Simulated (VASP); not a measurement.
ZnCd2S: single point with PBE

Crystal: ZnCd2S.

```
Zn Cd S
1.0
     3.73203    0.00000    0.00000
    -1.86602    3.23204    0.00000
     0.00000    0.00000   12.94292
Zn Cd S
2 4 2
Direct
  0.00000 0.00000 0.00000
  0.00000 0.00000 0.50000
  0.33333 0.66667 0.10022
  0.66667 0.33333 0.60022
  0.66667 0.33333 0.89978
  0.33333 0.66667 0.39978
  0.33333 0.66667 0.75000
  0.66667 0.33333 0.25000
```

* Program: VASP 6.6.1
* Task: single point
* Functional: PBE
* Potentials or basis: VASP PAW PBE potentials, release 64 (Zn, Cd, S)
* Cutoff: 520 eV
* k mesh: 6 × 6 × 2
* Occupations: gaussian, width 0.1 eV
* Spin: no spin polarisation
* Dipole correction: no
* Further INCAR settings: ALGO = Normal; EDIFF = 1e-06; NBANDS = 52

- Pressure: 10.4 GPa
- Largest force: 2.867 eV/Å
- Band gap on the k mesh: zero (band 42 reaches 4.16 eV, above the bottom of band 43 at 1.70 eV)

Forces in eV/Å, atoms in the order of the input:
```
Zn   0.000  0.000  0.000
Zn   0.000  0.000  0.000
Cd   0.000  0.000  2.867
Cd   0.000  0.000  2.867
Cd   0.000  0.000 -2.867
Cd   0.000  0.000 -2.867
S    0.000  0.000  0.000
S    0.000  0.000  0.000
```

Stress tensor (GPa, compression positive):
```
13.81  0.00  0.00
 0.00 13.81  0.00
 0.00  0.00  3.48
```

Levels at points of the mesh, in eV from the Fermi level:
| k point | band 39 | band 40 | band 41 | band 42 | band 43 | band 44 | band 45 | band 46 |
| --- | --- | --- | --- | --- | --- | --- | --- | --- |
| (0.00, 0.00, 0.00) | -0.54 | -0.53 | -0.53 | 0.89 | 2.56 | 5.17 | 5.37 | 5.37 |
| (0.50, 0.00, 0.00) | -2.38 | -2.15 | -1.53 | -1.25 | 0.38 | 1.08 | 1.74 | 1.93 |
| (0.00, 0.00, 0.50) | -0.53 | -0.53 | -0.53 | -0.53 | 3.92 | 3.92 | 5.47 | 5.47 |
| (0.50, 0.00, 0.50) | -1.63 | -1.63 | -1.40 | -1.40 | 0.00 | 0.00 | 2.36 | 2.36 |

Run time: 3 min on 1 thread of Intel Xeon 8259CL (shared host), peak memory 0.3 GiB.

Caveat: forces of over 1 eV/Å act on the atoms, so gaps and moduli don't describe the material at rest.
